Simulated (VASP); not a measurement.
# Si (P6_3/mmc) in VASP: further runs, part 2 of 2

VASP 6.6.1. Earlier steps stand in the parts before.

### Step 4. Single point, LDA (strain -0.025 along x and y, +0.025 along z)

Contents of INCAR:

```
SYSTEM = Si
ALGO = Normal
EDIFF = 1E-7
ENCUT = 520
GGA = CA
ISIF = 2
ISMEAR = 0
LASPH = .TRUE.
LCHARG = .TRUE.
LELF = .TRUE.
LREAL = .FALSE.
LVHAR = .TRUE.
LWAVE = .FALSE.
NBANDS = 11
NELM = 60
PREC = Accurate
SIGMA = 0.15
```

Contents of KPOINTS:

```
k-points
0
G
  24 24 10
  0 0 0
```

Contents of POSCAR:

```
Si
1.0
    2.5989380717      0.0000000000      0.0000000000
   -1.2994690358      2.2507463929      0.0000000000
    0.0000000000      0.0000000000      4.6189260017
Si
2
Direct
    0.3333333333      0.6666666667      0.2500000000
    0.6666666667      0.3333333333      0.7500000000
```

Potentials or basis: VASP PAW LDA potentials, release 64 (Si).

Started as:

```bash
$ cat potpaw_LDA.64/Si/POTCAR > POTCAR
$ mpirun -np 1 vasp_std > vasp.out
```

OUTCAR:

```text
SYSTEM = Si
   EDIFF = 1E-7
   ENCUT = 520
   GGA = CA
   ISIF = 2
   ISMEAR = 0
   LASPH = .TRUE.
   LREAL = .FALSE.
   NELM = 60
   PREC = Accurate

 ion  position               nearest neighbor table
   1  0.333  0.667  0.250-   2 2.75   2 2.75   2 2.75   2 2.75   2 2.75   2 2.75
   2  0.667  0.333  0.750-   1 2.75   1 2.75   1 2.75   1 2.75   1 2.75   1 2.75

  LATTYP: Found a hexagonal cell.
 ALAT       =     2.5989380717
 C/A-ratio  =     1.7772358841

  Lattice vectors:

 A1 = (   2.5989380717,   0.0000000000,   0.0000000000)
 A2 = (  -1.2994690358,   2.2507463929,   0.0000000000)
 A3 = (   0.0000000000,   0.0000000000,   4.6189260017)

Analysis of symmetry for initial positions (statically):
=====================================================================
 Subroutine PRICEL returns:
 Original cell was already a primitive cell.

 Routine SETGRP: Setting up the symmetry group for a
 hexagonal supercell.

 Subroutine GETGRP returns: Found 24 space group operations
 (whereof 12 operations were pure point group operations)
 out of a pool of 24 trial point group operations.

The static configuration has the point symmetry D_3d.
[... 175 lines left out ...]
      3       3.3683      2.00000
      4      20.6181      0.00000
      5      21.1612      0.00000
      6      21.1612      0.00000
      7      21.1726      0.00000
      8      22.2041      0.00000
      9      22.2041      0.00000
     10      25.5703      0.00000
     11      25.6705      0.00000
[... 309 lines left out ...]
 k-point    24 :       0.4583    0.0417    0.0000
  band No.  band energies     occupation
      1       2.4819      2.00000
      2       3.6966      2.00000
      3       8.3557      2.00000
      4       9.3172      2.00000
      5       9.6046      2.00000
      6      11.1681      0.34511
      7      14.7022      0.00000
      8      18.5438      0.00000
      9      19.6027      0.00000
     10      21.9868      0.00000
     11      23.6424      0.00000

 [... further k-points ...]

------------------------ aborting loop because EDIFF is reached ----------------------------------------

  FORCE on cell =-STRESS in cart. coord.  units (eV):
  Direction    XX          YY          ZZ          XY          YZ          ZX
  --------------------------------------------------------------------------------------
  -------------------------------------------------------------------------------------
  Total        0.6713029      0.6713029     -0.0452044      0.0000000      0.0000000      0.0000000
  in kB       39.8075625     39.8075625     -2.6805751      0.0000000      0.0000000      0.0000000
  external PRESSURE =      25.6448500 kB  Pullay stress =       0.0000000 kB

 VOLUME and BASIS-vectors are now :
 -----------------------------------------------------------------------------
  energy-cutoff  :      520.00
  volume of cell :       27.02
      direct lattice vectors                 reciprocal lattice vectors
     2.598938072  0.000000000  0.000000000     0.384772539  0.222148529  0.000000000
    -1.299469036  2.250746393  0.000000000     0.000000000  0.444297058  0.000000000
     0.000000000  0.000000000  4.618926002     0.000000000  0.000000000  0.216500546

 POSITION                                       TOTAL-FORCE (eV/Angst)
 -----------------------------------------------------------------------------------
     -0.00000      1.50050      1.15473        -0.000000     -0.000000      0.000000
      1.29947      0.75025      3.46419         0.000000      0.000000      0.000000
 -----------------------------------------------------------------------------------
    total drift:                               -0.000000      0.000000     -0.000000

  FREE ENERGIE OF THE ION-ELECTRON SYSTEM (eV)
  ---------------------------------------------------
  free  energy   TOTEN  =       -11.0726111051 eV

  energy  without entropy=      -11.0642747600  energy(sigma->0) =      -11.06844293
```

OSZICAR:

```text
N       E                     dE             d eps       ncg     rms          rms(c)
DAV:   1     0.504498016293E+01    0.50450E+01   -0.35185E+03  8052   0.620E+02
DAV:   2    -0.106828091582E+02   -0.15728E+02   -0.15054E+02 10503   0.865E+01
DAV:   3    -0.111258869498E+02   -0.44308E+00   -0.43986E+00 10663   0.118E+01
DAV:   4    -0.111275158178E+02   -0.16289E-02   -0.16286E-02  9766   0.891E-01
DAV:   5    -0.111275220551E+02   -0.62372E-05   -0.62381E-05 10231   0.510E-02    0.451E+00
DAV:   6    -0.110917288450E+02    0.35793E-01   -0.10814E-02  9127   0.477E-01    0.250E+00
DAV:   7    -0.110727470712E+02    0.18982E-01   -0.19085E-02  8949   0.633E-01    0.142E-01
DAV:   8    -0.110726129478E+02    0.13412E-03   -0.26546E-04 10854   0.111E-01    0.198E-02
DAV:   9    -0.110726116288E+02    0.13191E-05   -0.38388E-06  9684   0.123E-02    0.482E-03
DAV:  10    -0.110726111138E+02    0.51495E-06   -0.61813E-07 10846   0.372E-03    0.718E-04
DAV:  11    -0.110726111051E+02    0.86659E-08   -0.43288E-08  5838   0.132E-03
   1 F= -.11072611E+02 E0= -.11068443E+02  d E =-.833635E-02
```

stdout:

```text
POSCAR found type information on POSCAR Si
 POSCAR found :  1 types and       2 ions
 scaLAPACK will be used
 LDA part: xc-table for (Slater(with rela. corr.)+CA(PZ))
 , standard interpolation
 POSCAR, INCAR and KPOINTS ok, starting setup
 FFT: planning ... GRIDC
 FFT: planning ... GRID_SOFT
 FFT: planning ... GRID
 WAVECAR not read
 entering main loop
```

Run time: 29 s. Hardware: 1 thread of Intel Xeon 6975P-C (Granite Rapids), shared host; peak memory 0.19 GiB.

Results:

```
Free energy            : -11.0726 eV
Pressure               : 2.6 GPa
Band gap on the k mesh : zero (bands 4 and 5 overlap by 13.37 eV)
```

Stress tensor (GPa, compression positive):
```
 3.98  0.00  0.00
 0.00  3.98  0.00
 0.00  0.00 -0.27
```

Levels at points of the mesh, in eV from the Fermi level:
```tsv
k point	band 1	band 2	band 3	band 4	band 5	band 6	band 7	band 8
(0.00, 0.00, 0.00)	-15.06	-9.01	-7.70	9.55	10.09	10.09	10.10	11.14
(0.50, 0.00, 0.00)	-8.23	-7.82	-2.43	-1.83	-1.61	-0.13	4.47	6.57
(0.00, 0.00, 0.50)	-13.38	-13.38	-0.30	-0.30	11.37	11.37	11.37	11.37
(0.50, 0.00, 0.50)	-6.67	-6.67	-6.12	-6.12	5.39	5.39	5.90	5.90
```

Caveat: the cell differs from its parent crystal (strain -0.025 along x and y, +0.025 along z).

### Step 5. Single point, LDA (strain -0.025 along x and y, +0.050 along z)

Contents of INCAR:

```
SYSTEM = Si
PREC = Accurate
ENCUT = 520
EDIFF = 1E-6
ISMEAR = 0
SIGMA = 0.15
LREAL = .False.
LASPH = .True.
NELM = 100
ALGO = Normal
ISIF = 2
LWAVE = .False.
LCHARG = .False.
NBANDS = 11
```

Contents of KPOINTS:

```
Automatic mesh
0
Gamma
  24 24 10
  0 0 0
```

Changes to POSCAR since step 4:

```diff
@@ -4,3 +4,3 @@
    -1.2994690358      2.2507463929      0.0000000000
-    0.0000000000      0.0000000000      4.6189260017
+    0.0000000000      0.0000000000      4.7315827335
 Si
```

Started as:

```bash
$ cat potpaw_LDA.64/Si/POTCAR > POTCAR
$ mpirun -np 1 vasp_std > vasp.out
```

Wall time 26 s (1 thread of Intel Xeon 6975P-C (Granite Rapids), shared host); peak memory 0.19 GiB.

Results (log left out):

```
Free energy            : -11.0672 eV
Pressure               : 0.5 GPa
Band gap on the k mesh : zero (bands 4 and 5 overlap by 12.35 eV)
```

Stress tensor (GPa, compression positive):
```
 1.99  0.00  0.00
 0.00  1.99  0.00
 0.00  0.00 -2.41
```

Levels at points of the mesh, in eV from the Fermi level:
| k point | band 1 | band 2 | band 3 | band 4 | band 5 | band 6 | band 7 | band 8 |
| --- | --- | --- | --- | --- | --- | --- | --- | --- |
| (0.00, 0.00, 0.00) | -14.84 | -9.25 | -7.61 | 8.61 | 9.52 | 10.31 | 10.31 | 11.31 |
| (0.50, 0.00, 0.00) | -7.99 | -7.62 | -2.66 | -2.09 | -1.49 | -0.04 | 4.68 | 6.75 |
| (0.00, 0.00, 0.50) | -13.25 | -13.25 | -0.71 | -0.71 | 11.49 | 11.49 | 11.49 | 11.49 |
| (0.50, 0.00, 0.50) | -6.51 | -6.51 | -6.01 | -6.01 | 4.97 | 4.97 | 6.02 | 6.02 |

Caveat: the cell differs from its parent crystal (strain -0.025 along x and y, +0.050 along z).

### Step 6. Single point, LDA (strain +0.050 along x and y, +0.050 along z)

Contents of INCAR:

```
SYSTEM = Si
PREC     = Accurate       ! precision mode
ENCUT    = 520            ! plane-wave cutoff, eV
EDIFF    = 1E-6           ! SCF threshold, eV
ISMEAR   = 0              ! smearing method
SIGMA    = 0.15           ! smearing width, eV
LREAL    = .False.        ! projectors in reciprocal space
LASPH    = .True.         ! aspherical terms in the spheres
NELM     = 60             ! most SCF steps
ALGO     = Normal         ! electronic algorithm
ISIF     = 2              ! what is computed and relaxed
LWAVE    = .False.        ! write WAVECAR
LCHARG   = .True.         ! write CHGCAR
GGA      = CA             ! functional
LELF     = .True.         ! ELF
LVHAR    = .True.       
NBANDS   = 11             ! bands
```

Contents of KPOINTS:

```
regular mesh
0
Gamma
  24 24 10
  0 0 0
```

Contents of POSCAR:

```
Si
1.0
    2.7988563849      0.0000000000      0.0000000000
   -1.3994281924      2.4238807308      0.0000000000
    0.0000000000      0.0000000000      4.7315827335
Si
2
Direct
    0.3333333333      0.6666666667      0.2500000000
    0.6666666667      0.3333333333      0.7500000000
```

Potentials or basis: VASP PAW LDA potentials, release 64 (Si).

Started as:

```bash
$ cat potpaw_LDA.64/Si/POTCAR > POTCAR
$ mpirun -np 1 vasp_std > vasp.out
```

OUTCAR:

```text
SYSTEM = Si
   PREC = Accurate
   ENCUT = 520
   EDIFF = 1E-6
   ISMEAR = 0
   LREAL = .False.
   LASPH = .True.
   NELM = 60
   ISIF = 2
   GGA = CA

 ion  position               nearest neighbor table
   1  0.333  0.667  0.250-   2 2.86   2 2.86   2 2.86   2 2.86   2 2.86   2 2.86
   2  0.667  0.333  0.750-   1 2.86   1 2.86   1 2.86   1 2.86   1 2.86   1 2.86

  LATTYP: Found a hexagonal cell.
 ALAT       =     2.7988563849
 C/A-ratio  =     1.6905414508

  Lattice vectors:

[... 527 lines left out ...]

  FORCE on cell =-STRESS in cart. coord.  units (eV):
  Direction    XX          YY          ZZ          XY          YZ          ZX
  --------------------------------------------------------------------------------------
  -------------------------------------------------------------------------------------
  Total       -2.1855301     -2.1855301     -1.8652199     -0.0000000     -0.0000000      0.0000000
  in kB     -109.0860126   -109.0860125    -93.0984217     -0.0000000     -0.0000000      0.0000000
  external PRESSURE =    -103.7568156 kB  Pullay stress =       0.0000000 kB

 VOLUME and BASIS-vectors are now :
 -----------------------------------------------------------------------------
  energy-cutoff  :      520.00
  volume of cell :       32.10
      direct lattice vectors                 reciprocal lattice vectors
     2.798856385  0.000000000  0.000000000     0.357288786  0.206280777  0.000000000
    -1.399428192  2.423880731  0.000000000     0.000000000  0.412561554  0.000000000
     0.000000000  0.000000000  4.731582733     0.000000000  0.000000000  0.211345771

 POSITION                                       TOTAL-FORCE (eV/Angst)
 -----------------------------------------------------------------------------------
     -0.00000      1.61592      1.18290         0.000000      0.000000      0.000000
      1.39943      0.80796      3.54869        -0.000000     -0.000000      0.000000
 -----------------------------------------------------------------------------------
    total drift:                               -0.000000      0.000000      0.000000

  FREE ENERGIE OF THE ION-ELECTRON SYSTEM (eV)
  ---------------------------------------------------
  free  energy   TOTEN  =       -10.9256157455 eV

  energy  without entropy=      -10.9161380245  energy(sigma->0) =      -10.92087689
```

Wall time 51 s (1 thread of Intel Xeon Platinum 8488C (Sapphire Rapids), shared host); peak memory 0.21 GiB.

Results:

```yaml
Free_energy: -10.9256 eV
Pressure: -10.4 GPa
Band_gap_on_the_k_mesh: zero (bands 4 and 5 overlap by 11.35 eV)
```

Stress tensor (GPa, compression positive):
```
-10.91   0.00   0.00
  0.00 -10.91   0.00
  0.00   0.00  -9.31
```

Caveat: the cell differs from its parent crystal (strain +0.050 along x and y, +0.050 along z); the cell stands under tension.

### Step 7. Summary

| cell | gap on the mesh (eV) | pressure (GPa) |
| --- | --- | --- |
| a = 2.599, b = 2.599, c = 4.506 Å, angles 90.0, 90.0, 120.0°, 2 atoms | none | 5.1 |
| a = 2.666, b = 2.666, c = 4.394 Å, angles 90.0, 90.0, 120.0°, 2 atoms | none | 2.1 |
| a = 2.599, b = 2.599, c = 4.619 Å, angles 90.0, 90.0, 120.0°, 2 atoms | none | 2.6 |
| a = 2.599, b = 2.599, c = 4.732 Å, angles 90.0, 90.0, 120.0°, 2 atoms | none | 0.5 |
| a = 2.799, b = 2.799, c = 4.732 Å, angles 90.0, 90.0, 120.0°, 2 atoms | none | -10.4 |

Alike in all rows: task single point; level LDA; potentials or basis VASP PAW LDA potentials, release 64 (Si); no spin polarisation; k mesh 24 × 24 × 10; cutoff (eV) 520; smearing gaussian 0.15 eV.

Caveats: the cell stands under pressure (at least some runs); the cell stands under tension (at least some runs).

Absolute energies hang on the potentials; compare differences alone.
